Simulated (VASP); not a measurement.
Crystal: Mg3Sb2.

```
Mg Sb
1.0
     4.58200    0.00000    0.00000
    -2.29100    3.96813    0.00000
     0.00000    0.00000    7.24400
Mg Sb
3 2
Direct
  0.33333 0.66667 0.63000
  0.66667 0.33333 0.37000
  0.00000 0.00000 0.00000
  0.33333 0.66667 0.23500
  0.66667 0.33333 0.76500
```

```yaml
Program: VASP 6.6.1
Task: relaxation of cell and atoms
Functional: r2SCAN
Potentials_or_basis: VASP PAW PBE potentials, release 64 (Mg, Sb)
Cutoff: 660 eV
k_mesh: 6 × 6 × 4
Occupations: gaussian, width 0.02 eV
Spin: no spin polarisation
```

At the start: pressure 0.0 GPa; volume 26.34 Å³/atom.

**Question.** Where does the relaxation end?

**Answer.** Over 12 steps the energy falls by 4.2 meV/atom and the volume is 26.17 Å³/atom (-0.7 %); space group P-3m1 (No. 164, to 0.1 Å) before and after.

The path:
```csv
step,energy change (eV),largest force (eV/Å),pressure (GPa),volume (Å³)
1,0.0000,0.3543,0.03,131.71
2,-0.0134,0.1997,-0.13,131.82
3,-0.0172,0.0625,-0.27,131.92
4,-0.0202,0.0312,0.03,130.93
5,-0.0206,0.0159,0.17,130.47
6,-0.0212,0.0093,-0.03,130.92
7,-0.0212,0.0086,-0.01,130.88
8,-0.0212,0.0087,-0.01,130.88
9,-0.0212,0.0075,0.00,130.85
10,-0.0212,0.0070,0.01,130.83
11,-0.0212,0.0060,0.02,130.81
12,-0.0212,0.0032,0.01,130.84
```

Final structure:
```
CELL_PARAMETERS angstrom
4.56828 0.00000 0.00000
-2.28414 3.95624 0.00000
0.00000 0.00000 7.23935
ATOMIC_POSITIONS crystal
Mg 0.33333 0.66667 0.63336
Mg 0.66667 0.33333 0.36664
Mg 0.00000 0.00000 0.00000
Sb 0.33333 0.66667 0.22836
Sb 0.66667 0.33333 0.77164
```

Caveat: the PAW data sets were made with another functional, which shifts forces and pressure a little.
